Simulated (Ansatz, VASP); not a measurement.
## InAs: VASP beside Ansatz

```
In As
1.0
     0.00000    3.08490    3.08490
     3.08490    0.00000    3.08490
     3.08490    3.08490    0.00000
In As
1 1
Cartesian
  0.0000 0.0000 0.0000
  4.6273 4.6273 4.6273
```

Alike in both runs: task single point; functional PBEsol; k mesh 6 × 6 × 6; occupations gaussian, width 0.05 eV; no spin polarisation.

|  | VASP | Ansatz |
| --- | --- | --- |
| version | VASP 6.6.1 | Ansatz 0.2.0 |
| potentials or method | VASP PAW PBE potentials, release 64 (In_d, As), cutoff 520 eV | scalar-relativistic, plane waves, PAW |
| valence electrons in the cell | 18 | 28 |

Ansatz gave:

| Item | Value |
| --- | --- |
| gap on the k mesh at the Fermi level (eV) | none |
| pressure (GPa) | -2.0 |

Q: Which values does VASP return?

A: gap on the k mesh at the Fermi level (eV): none; pressure (GPa): -1.9.

VASP's potentials were made for PBE, not for PBEsol. A gap of «none» marks a metal or a gap that the smearing closes. VASP's potentials hold 18 valence electrons a cell and Ansatz's 28, so a difference there can come from the potentials and not from the codes.
